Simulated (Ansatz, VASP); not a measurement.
**HfB2 in VASP and in Ansatz**

```
Hf B
1.0
     3.13268    0.00000    0.00000
    -1.56634    2.71298    0.00000
     0.00000    0.00000    3.47921
Hf B
1 2
Direct
  0.00000 0.00000 0.00000
  0.33333 0.66667 0.50000
  0.66667 0.33333 0.50000
```

Alike in both runs: task single point; functional PBEsol; k mesh 6 × 6 × 6; occupations gaussian, width 0.1 eV; no spin polarisation.

```csv
,VASP,Ansatz
version,VASP 6.6.1,Ansatz 0.2.0
potentials or method,"VASP PAW PBE potentials, release 64 (Hf_pv, B), cutoff 520 eV","scalar-relativistic, plane waves, PAW"
valence electrons in the cell,16,32
```

|  | VASP | Ansatz | Ansatz less VASP |
| --- | --- | --- | --- |
| gap on the k mesh at the Fermi level (eV) | none | none | - |
| pressure (GPa) | -3.0 | -2.9 | +0.11 |
| traceless stress, the component that is largest in VASP (GPa) | -3.00 | -3.15 | -0.152 |

VASP's potentials were made for PBE, not for PBEsol, and Ansatz warns of the same on its side. A gap of «none» marks a metal or a gap that the smearing closes. With one functional, cell and mesh, what is left measures potentials, basis and numerics. VASP's potentials hold 16 valence electrons a cell and Ansatz's 32, so a difference there can come from the potentials and not from the codes.

The k mesh is coarse, so the values compare programs but aren't converged. Spin-orbit coupling is off throughout.
